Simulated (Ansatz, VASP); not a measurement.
## One calculation of WC, two programs

```
CELL_PARAMETERS angstrom
2.90050 0.00000 0.00000
-1.45025 2.51191 0.00000
0.00000 0.00000 2.82900
ATOMIC_POSITIONS crystal
W 0.00000 0.00000 0.00000
C 0.66667 0.33333 0.50000
```

Alike in both runs: task single point; functional LDA; k mesh 13 × 13 × 12; occupations tetrahedron; no spin polarisation.

|  | VASP | Ansatz |
| --- | --- | --- |
| version | VASP 6.6.1 | Ansatz 0.2.0 |
| potentials or method | VASP PAW LDA potentials, release 64 (W_sv, C), cutoff 520 eV | all-electron LAPW, scalar-relativistic |

|  | VASP | Ansatz | Ansatz less VASP |
| --- | --- | --- | --- |
| gap on the k mesh at the Fermi level (eV) | none | none | - |
| pressure (GPa) | -4.5 | -7.1 | -2.53 |
| traceless stress, the component that is largest in VASP (GPa) | -0.45 | -0.80 | -0.342 |

LDA's correlation is that of Perdew and Zunger in VASP and of Perdew and Wang (1992) in Ansatz. A gap of «none» marks a metal or a gap that the smearing closes. Ansatz ran all-electron here, and VASP with PAW potentials. Ansatz's warnings: band table not solved further, tetrahedron derivatives may miss energy slope.

Spin-orbit coupling is off throughout.
